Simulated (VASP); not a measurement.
Runs of VASP 6.6.1 on Pb. The structure is that of space group Fm-3m (No. 225), or close to it. The cells are those of the table. 

```tsv
level	spin	fixed moment (μB)	cell	k mesh	smearing	grid for exact exchange (PRECFOCK)	share of exact exchange	screening parameter	gap on the mesh (eV)	pressure (GPa)	moment (μB)
r2SCAN+D3(BJ)	collinear	1.0	a = 3.500 Å, angles 60.0°, 1 atom	9 × 9 × 9	methfessel-paxton 0.025 eV	-	-	-	-	3.9	1.00
PBE0	off	-	a = 3.546 Å, angles 60.0°, 1 atom	5 × 5 × 5	fermi-dirac 0.05 eV	Normal	0.25	-	none	-1.5	-
HSE06	off	-	a = 3.477 Å, angles 60.0°, 1 atom	6 × 6 × 6	fermi-dirac 0.05 eV	Normal	0.25	0.2079 1/Å	none	(a)	-
r2SCAN0	off	-	a = 3.477 Å, angles 60.0°, 1 atom	5 × 5 × 5	fermi-dirac 0.05 eV	Normal	0.25	-	none	0.8	-
PBE0	off	-	a = 3.477 Å, angles 60.0°, 1 atom	6 × 6 × 6	fermi-dirac 0.05 eV	Normal	0.25	-	none	2.9	-
PBE0	off	-	a = 3.569 Å, angles 60.0°, 1 atom	5 × 5 × 5	fermi-dirac 0.05 eV	Normal	0.25	-	none	(b)	-
r2SCAN0	off	-	a = 3.500 Å, angles 60.0°, 1 atom	5 × 5 × 5	fermi-dirac 0.05 eV	Normal	0.25	-	none	-0.3	-
RPBE+D3(BJ)	non-collinear, typed start, SOC	-	a = 3.477 Å, angles 60.0°, 1 atom	7 × 7 × 7	fermi-dirac 0.025 eV	-	-	-	-	(c)	0.00
```

Alike in all rows: task single point; potentials or basis VASP PAW PBE potentials, release 64 (Pb_d); cutoff (eV) 520.

Fill in the values left out.

(a) 3.1; (b) -2.3; (c) -15.8.

Caveats: some runs use coarse meshes; the PAW data sets were made with another functional, which shifts forces and pressure a little; spin-orbit coupling is left out, which moves the levels of the heavy elements (at least some runs); three body term missing (at least some runs); the cell stands under pressure (at least some runs); the total moment is fixed, so each spin has its own Fermi level and the state may be an excited one (at least some runs); the cell stands under tension (at least some runs); the dispersion term is far too large for a dense solid, which distorts pressure and volume (at least some runs).

A k mesh can miss the band edges, and rows without SOC leave out spin-orbit coupling on Pb.

A gap of «none» marks levels without a gap at the run's occupations.
